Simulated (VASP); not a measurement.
# Co (P-3m1) in VASP: further runs, part 2 of 2

VASP 6.6.1. Earlier steps stand in the parts before.

## (4) Single point, PBEsol, collinear spin, antiferromagnetic start

The input, INCAR:

```
ALGO     = Normal         # electronic algorithm
EDIFF    = 1E-6           # SCF threshold, eV
ENCUT    = 520            # plane-wave cutoff, eV
GGA      = PS             # functional
ISIF     = 2              # what is computed and relaxed
ISMEAR   = 1              # smearing method
ISPIN    = 2              # spin polarisation
LASPH    = T              # aspherical terms in the spheres
LCHARG   = F              # write CHGCAR
LMAXMIX  = 4              # l up to which the mixer works
LORBIT   = 11             # projections on sites
LREAL    = F              # projectors in reciprocal space
LWAVE    = F              # write WAVECAR
MAGMOM   = 1.8 -1.8       # initial moments
NBANDS   = 20             # bands
NELM     = 150            # most SCF steps
PREC     = Accurate       # precision mode
SIGMA    = 0.2            # smearing width, eV
```

The input, KPOINTS:

```
k-points
0
Gamma
  14 14 8
```

The input, POSCAR:

```
Co
1.0
    2.4873648700      0.0000000000      0.0000000000
   -1.2436824400      2.1541211700      0.0000000000
    0.0000000000      0.0000000000      4.0632895000
Co
2
Direct
    0.6666666667      0.3333333333      0.2598610000
    0.3333333333      0.6666666667      0.7401390000
```

Potentials or basis: VASP PAW PBE potentials, release 64 (Co).

On the command line:

```console
$ cat potpaw_PBE.64/Co/POTCAR > POTCAR
$ mpirun -np 1 vasp_std > vasp.out
```

OUTCAR:

```text
EDIFF = 1E-6
   ENCUT = 520
   GGA = PS
   ISIF = 2
   ISMEAR = 1
   ISPIN = 2
   LASPH = T
   LORBIT = 11
   LREAL = F
   NELM = 150
   PREC = Accurate

 ion  position               nearest neighbor table
   1  0.667  0.333  0.260-   2 2.42   2 2.42   2 2.42   2 2.55   2 2.55   2 2.55
   2  0.333  0.667  0.740-   1 2.42   1 2.42   1 2.42   1 2.55   1 2.55   1 2.55

  LATTYP: Found a hexagonal cell.
 ALAT       =     2.4873648700
 C/A-ratio  =     1.6335719576

  Lattice vectors:

 A1 = (   2.4873648700,   0.0000000000,   0.0000000000)
 A2 = (  -1.2436824400,   2.1541211700,   0.0000000000)
 A3 = (   0.0000000000,   0.0000000000,   4.0632895000)

Analysis of symmetry for initial positions (statically):
=====================================================================
 Subroutine PRICEL returns:
 Original cell was already a primitive cell.

 Routine SETGRP: Setting up the symmetry group for a
 hexagonal supercell.

 Subroutine GETGRP returns: Found 12 space group operations
 (whereof 12 operations were pure point group operations)
 out of a pool of 24 trial point group operations.

The static configuration has the point symmetry D_3d.

Analysis of symmetry for dynamics (positions and initial velocities):
=====================================================================
 Subroutine PRICEL returns:
 Original cell was already a primitive cell.

 Routine SETGRP: Setting up the symmetry group for a
 hexagonal supercell.

 Subroutine GETGRP returns: Found 12 space group operations
 (whereof 12 operations were pure point group operations)
 out of a pool of 24 trial point group operations.

The dynamic configuration has the point symmetry D_3d.

[... 147 lines left out ...]
 maximum number of plane-waves:       600
   NGX =  9   NGY =  9   NGZ = 15

 number of electron      17.9999996 magnetization       0.0000000

 number of electron      17.9999996 magnetization      -0.0000000

 Free energy of the ion-electron system (eV)
  ---------------------------------------------------
  ext. energy  EPLUGINS =         0.00000000
  ---------------------------------------------------
  free energy    TOTEN  =       -14.96208841 eV

  energy without entropy =      -14.95971502  energy(sigma->0) =      -14.96129728

 E-fermi :  10.0093     XC(G=0): -13.5685

 val. band max:       10.0036287349   @ k =   0.3571   0.2143   0.3750
 cond. band min:      10.0107996181   @ k =  -0.2143  -0.4286   0.1250
 fundamental gap:      0.0071708833
 Fermi energy:        10.0093422022

 spin component 1

 k-point     1 :       0.0000    0.0000    0.0000
  band No.  band energies     occupation
      1       1.0908      1.00000
      2       5.2718      1.00000
      3       7.9154      1.00000
      4       7.9154      1.00000
      5       8.1048      1.00000
      6       8.6559      1.00000
[... 541 lines left out ...]
     19      26.9096      0.00000
     20      42.7113      0.00000

 [... further k-points ...]

 spin component 2

 k-point     1 :       0.0000    0.0000    0.0000
  band No.  band energies     occupation
      1       1.0908      1.00000
      2       5.2718      1.00000
      3       7.9154      1.00000
      4       7.9154      1.00000
      5       8.1048      1.00000
      6       8.6559      1.00000
[... 541 lines left out ...]
     19      26.9096      0.00000
     20      42.7113      0.00000

 [... further k-points ...]

------------------------ aborting loop because EDIFF is reached ----------------------------------------

  FORCE on cell =-STRESS in cart. coord.  units (eV):
  Direction    XX          YY          ZZ          XY          YZ          ZX
  --------------------------------------------------------------------------------------
  -------------------------------------------------------------------------------------
  Total       -2.2787390     -2.2787390     -2.5005258      0.0000000      0.0000000     -0.0000000
  in kB     -167.6940941   -167.6940948   -184.0155523      0.0000004      0.0000000     -0.0000000
  external PRESSURE =    -173.1345804 kB  Pullay stress =       0.0000000 kB

 VOLUME and BASIS-vectors are now :
 -----------------------------------------------------------------------------
  energy-cutoff  :      520.00
  volume of cell :       21.77
      direct lattice vectors                 reciprocal lattice vectors
     2.487364870  0.000000000  0.000000000     0.402031890  0.232113220  0.000000000
    -1.243682440  2.154121170  0.000000000     0.000000000  0.464226439  0.000000000
     0.000000000  0.000000000  4.063289500     0.000000000  0.000000000  0.246106018

 POSITION                                       TOTAL-FORCE (eV/Angst)
 -----------------------------------------------------------------------------------
      1.24368      0.71804      1.05589        -0.000000      0.000000     -0.519451
     -0.00000      1.43608      3.00740         0.000000      0.000000      0.519451
 -----------------------------------------------------------------------------------
    total drift:                                0.000000     -0.000000     -0.000000

  FREE ENERGIE OF THE ION-ELECTRON SYSTEM (eV)
  ---------------------------------------------------
  free  energy   TOTEN  =       -14.9620884108 eV

  energy  without entropy=      -14.9597150214  energy(sigma->0) =      -14.96129728

 total charge

# of ion       s       p       d       tot
------------------------------------------
    1        0.484   0.520   7.265   8.269
    2        0.484   0.520   7.265   8.269
--------------------------------------------------
tot          0.968   1.041  14.530  16.539

 magnetization (x)

# of ion       s       p       d       tot
------------------------------------------
    1        0.000   0.006   0.886   0.891
    2       -0.000  -0.006  -0.886  -0.891
--------------------------------------------------
tot          0.000   0.000   0.000   0.000
```

OSZICAR:

```text
N       E                     dE             d eps       ncg     rms          rms(c)
DAV:   1     0.827699455819E+02    0.82770E+02   -0.80614E+03 14244   0.122E+03
DAV:   2    -0.133211072069E+02   -0.96091E+02   -0.86600E+02 13632   0.216E+02
DAV:   3    -0.177720719873E+02   -0.44510E+01   -0.42750E+01 15316   0.564E+01
DAV:   4    -0.178405161382E+02   -0.68444E-01   -0.68383E-01 16584   0.614E+00
DAV:   5    -0.178423993552E+02   -0.18832E-02   -0.18831E-02 15684   0.957E-01    0.158E+01
DAV:   6    -0.155248015038E+02    0.23176E+01   -0.85494E+00 15304   0.630E+01    0.683E+00
DAV:   7    -0.150020329635E+02    0.52277E+00   -0.15835E+00 15240   0.234E+01    0.285E+00
DAV:   8    -0.149739840963E+02    0.28049E-01   -0.20595E-02 19924   0.167E+00    0.108E+00
DAV:   9    -0.149637123940E+02    0.10272E-01   -0.32160E-03 22884   0.937E-01    0.399E-01
DAV:  10    -0.149616658739E+02    0.20465E-02   -0.21149E-03 20532   0.826E-01    0.177E-01
DAV:  11    -0.149619050074E+02   -0.23913E-03   -0.61916E-04 22364   0.472E-01    0.116E-01
DAV:  12    -0.149620458532E+02   -0.14085E-03   -0.46563E-04 21508   0.432E-01    0.273E-02
DAV:  13    -0.149620766430E+02   -0.30790E-04   -0.11901E-04 22128   0.200E-01    0.246E-02
DAV:  14    -0.149620830660E+02   -0.64230E-05   -0.15517E-05 20120   0.600E-02    0.189E-02
DAV:  15    -0.149620870039E+02   -0.39379E-05   -0.18518E-05 16680   0.901E-02    0.999E-03
DAV:  16    -0.149620882845E+02   -0.12806E-05   -0.12508E-05 13404   0.727E-02    0.195E-03
DAV:  17    -0.149620884108E+02   -0.12635E-06   -0.22711E-06  9168   0.200E-02
   1 F= -.14962088E+02 E0= -.14961297E+02  d E =-.237339E-02  mag=     0.0000
```

Wall time 96 s (1 thread of Intel Xeon Platinum 8488C (Sapphire Rapids), shared host); peak memory 0.21 GiB.

What came out:

| Item | Value |
| --- | --- |
| Free energy | -14.9621 eV |
| Pressure | -17.3 GPa |
| Largest force | 0.519 eV/Å |
| Band gap on the k mesh | zero (filled and empty bands overlap) |
| Net moment | 0.00 μB per cell |
| Site moments | Co +0.89, -0.89 μB |
| Valence electrons inside the program's atomic spheres | Co 8.27 |

Forces on the atoms (eV/Å):
```
Co   0.000  0.000 -0.519
Co   0.000  0.000  0.519
```

Stress tensor (GPa, compression positive):
```
-16.77   0.00   0.00
  0.00 -16.77   0.00
  0.00   0.00 -18.40
```

Caveat: the cell stands under tension; the PAW data sets were made with another functional, which shifts forces and pressure a little.

## (5) Single point, PBEsol, collinear spin, antiferromagnetic start

The input, INCAR:

```
SYSTEM = Co
ALGO     = Normal         ! electronic algorithm
EDIFF    = 1E-6           ! SCF threshold, eV
ENCUT    = 520            ! plane-wave cutoff, eV
GGA      = PS             ! functional
ISIF     = 2              ! what is computed and relaxed
ISMEAR   = 1              ! smearing method
ISPIN    = 2              ! spin polarisation
LASPH    = .True.         ! aspherical terms in the spheres
LCHARG   = .False.        ! write CHGCAR
LMAXMIX  = 4              ! l up to which the mixer works
LORBIT   = 11             ! projections on sites
LREAL    = .False.        ! projectors in reciprocal space
LWAVE    = .False.        ! write WAVECAR
MAGMOM   = 1.8 -1.8       ! initial moments
NBANDS   = 20             ! bands
NELM     = 150            ! most SCF steps
PREC     = Accurate       ! precision mode
SIGMA    = 0.1            ! smearing width, eV
```

The input, KPOINTS:

```
k-points
0
Gamma
  14 14 8
  0 0 0
```

POSCAR is that of step 4.

Potentials or basis: VASP PAW PBE potentials, release 64 (Co).

On the command line:

```console
$ cat potpaw_PBE.64/Co/POTCAR > POTCAR
$ mpirun -np 1 vasp_std > vasp.out
```

OUTCAR:

```text
SYSTEM = Co
   EDIFF = 1E-6
   ENCUT = 520
   GGA = PS
   ISIF = 2
   ISMEAR = 1
   ISPIN = 2
   LASPH = .True.
   LORBIT = 11
   LREAL = .False.
   NELM = 150
   PREC = Accurate

 ion  position               nearest neighbor table
   1  0.667  0.333  0.260-   2 2.42   2 2.42   2 2.42   2 2.55   2 2.55   2 2.55
   2  0.333  0.667  0.740-   1 2.42   1 2.42   1 2.42   1 2.55   1 2.55   1 2.55

  LATTYP: Found a hexagonal cell.
 ALAT       =     2.4873648700
 C/A-ratio  =     1.6335719576

  Lattice vectors:

 A1 = (   2.4873648700,   0.0000000000,   0.0000000000)
 A2 = (  -1.2436824400,   2.1541211700,   0.0000000000)
 A3 = (   0.0000000000,   0.0000000000,   4.0632895000)

Analysis of symmetry for initial positions (statically):
=====================================================================
 Subroutine PRICEL returns:
 Original cell was already a primitive cell.

 Routine SETGRP: Setting up the symmetry group for a
 hexagonal supercell.

 Subroutine GETGRP returns: Found 12 space group operations
 (whereof 12 operations were pure point group operations)
 out of a pool of 24 trial point group operations.

The static configuration has the point symmetry D_3d.

Analysis of symmetry for dynamics (positions and initial velocities):
=====================================================================
 Subroutine PRICEL returns:
 Original cell was already a primitive cell.

 Routine SETGRP: Setting up the symmetry group for a
 hexagonal supercell.

 Subroutine GETGRP returns: Found 12 space group operations
 (whereof 12 operations were pure point group operations)
 out of a pool of 24 trial point group operations.

The dynamic configuration has the point symmetry D_3d.

Analysis of structural, dynamic, and magnetic symmetry:
=====================================================================
 Subroutine PRICEL returns:
 Original cell was already a primitive cell.

[... 151 lines left out ...]
  ext. energy  EPLUGINS =         0.00000000
  ---------------------------------------------------
  free energy    TOTEN  =       -14.96228067 eV

  energy without entropy =      -14.96292111  energy(sigma->0) =      -14.96249415

 E-fermi :  10.0061     XC(G=0): -13.5682

 val. band max:       10.0040375223   @ k =   0.3571   0.2143   0.3750
 cond. band min:      10.0084199855   @ k =   0.2857   0.0000   0.0000
 fundamental gap:      0.0043824632
 Fermi energy:        10.0061450823

 spin component 1

 k-point     1 :       0.0000    0.0000    0.0000
  band No.  band energies     occupation
      1       1.0911      1.00000
      2       5.2707      1.00000
      3       7.9139      1.00000
      4       7.9139      1.00000
      5       8.1059      1.00000
      6       8.6515      1.00000
[... 541 lines left out ...]
     19      26.9120      0.00000
     20      42.7116      0.00000

 [... further k-points ...]

 spin component 2

 k-point     1 :       0.0000    0.0000    0.0000
  band No.  band energies     occupation
      1       1.0911      1.00000
      2       5.2707      1.00000
      3       7.9139      1.00000
      4       7.9139      1.00000
      5       8.1059      1.00000
      6       8.6515      1.00000
[... 541 lines left out ...]
     19      26.9120      0.00000
     20      42.7116      0.00000

 [... further k-points ...]

------------------------ aborting loop because EDIFF is reached ----------------------------------------

  FORCE on cell =-STRESS in cart. coord.  units (eV):
  Direction    XX          YY          ZZ          XY          YZ          ZX
  --------------------------------------------------------------------------------------
  -------------------------------------------------------------------------------------
  Total       -2.2439356     -2.2439356     -2.5011484      0.0000000      0.0000000     -0.0000000
  in kB     -165.1328917   -165.1328923   -184.0613685      0.0000004      0.0000000     -0.0000000
  external PRESSURE =    -171.4423842 kB  Pullay stress =       0.0000000 kB

 VOLUME and BASIS-vectors are now :
 -----------------------------------------------------------------------------
  energy-cutoff  :      520.00
  volume of cell :       21.77
      direct lattice vectors                 reciprocal lattice vectors
     2.487364870  0.000000000  0.000000000     0.402031890  0.232113220  0.000000000
    -1.243682440  2.154121170  0.000000000     0.000000000  0.464226439  0.000000000
     0.000000000  0.000000000  4.063289500     0.000000000  0.000000000  0.246106018

 POSITION                                       TOTAL-FORCE (eV/Angst)
 -----------------------------------------------------------------------------------
      1.24368      0.71804      1.05589        -0.000000     -0.000000     -0.506056
     -0.00000      1.43608      3.00740         0.000000      0.000000      0.506056
 -----------------------------------------------------------------------------------
    total drift:                                0.000000     -0.000000     -0.000000

  FREE ENERGIE OF THE ION-ELECTRON SYSTEM (eV)
  ---------------------------------------------------
  free  energy   TOTEN  =       -14.9622806686 eV

  energy  without entropy=      -14.9629211059  energy(sigma->0) =      -14.96249415

 total charge

# of ion       s       p       d       tot
------------------------------------------
    1        0.484   0.520   7.265   8.269
    2        0.484   0.520   7.265   8.269
--------------------------------------------------
tot          0.968   1.041  14.529  16.539

 magnetization (x)

# of ion       s       p       d       tot
------------------------------------------
    1        0.000   0.006   0.906   0.912
    2       -0.000  -0.006  -0.906  -0.912
--------------------------------------------------
tot          0.000   0.000   0.000   0.000
```

Wall time 85 s (1 thread of Intel Xeon Platinum 8488C (Sapphire Rapids), shared host); peak memory 0.21 GiB.

Results:

* Free energy: -14.9623 eV
* Pressure: -17.1 GPa
* Largest force: 0.506 eV/Å
* Band gap on the k mesh: zero (filled and empty bands overlap)
* Net moment: 0.00 μB per cell
* Site moments: Co +0.91, -0.91 μB
* Valence electrons inside the program's atomic spheres: Co 8.27

Forces in eV/Å, atoms in the order of the input:
```
Co   0.000  0.000 -0.506
Co   0.000  0.000  0.506
```

Levels at points of the mesh, in eV from the Fermi level:
Spin up:
| k point | band 5 | band 6 | band 7 | band 8 | band 9 | band 10 | band 11 | band 12 | band 13 | band 14 |
| --- | --- | --- | --- | --- | --- | --- | --- | --- | --- | --- |
| (0.00, 0.00, 0.00) | -1.90 | -1.35 | -1.35 | -1.05 | -1.05 | -0.21 | 0.22 | 0.22 | 6.60 | 21.95 |
| (0.50, 0.00, 0.00) | -2.07 | -1.78 | -1.40 | -0.18 | 0.36 | 0.85 | 1.82 | 3.80 | 9.59 | 10.58 |
| (0.00, 0.00, 0.50) | -2.19 | -1.92 | -1.67 | -1.67 | -0.50 | -0.50 | 0.12 | 0.12 | 14.29 | 15.49 |
| (0.50, 0.00, 0.50) | -1.49 | -0.59 | -0.51 | -0.15 | -0.12 | 0.86 | 1.64 | 1.96 | 7.49 | 7.82 |
Spin down:
```csv
k point,band 5,band 6,band 7,band 8,band 9,band 10,band 11,band 12,band 13,band 14
"(0.00, 0.00, 0.00)",-1.90,-1.35,-1.35,-1.05,-1.05,-0.21,0.22,0.22,6.60,21.95
"(0.50, 0.00, 0.00)",-2.07,-1.78,-1.40,-0.18,0.36,0.85,1.82,3.80,9.59,10.58
"(0.00, 0.00, 0.50)",-2.19,-1.92,-1.67,-1.67,-0.50,-0.50,0.12,0.12,14.29,15.49
"(0.50, 0.00, 0.50)",-1.49,-0.59,-0.51,-0.15,-0.12,0.86,1.64,1.96,7.49,7.82
```

Caveat: the cell stands under tension; the PAW data sets were made with another functional, which shifts forces and pressure a little.

## (6) The runs side by side

```tsv
smearing	gap on the mesh (eV)	pressure (GPa)	moment (μB)	largest force (eV/Å)
methfessel-paxton 0.5 eV	none	-18.5	0.00	0.54
methfessel-paxton 0.3 eV	none	-17.7	0.00	0.53
methfessel-paxton 0.2 eV	none	-17.3	0.00	0.52
methfessel-paxton 0.1 eV	none	-17.1	0.00	0.51
```

Alike in all rows: task single point; level PBEsol; potentials or basis VASP PAW PBE potentials, release 64 (Co); spin collinear, antiferromagnetic start; cell as given; k mesh 14 × 14 × 8; cutoff (eV) 520.

Caveats: the cell stands under tension; the PAW data sets were made with another functional, which shifts forces and pressure a little; so wide a smearing shifts energies and pressures (at least some runs).

Total energies depend on the potentials used, so only differences within one code and one set of settings carry meaning.
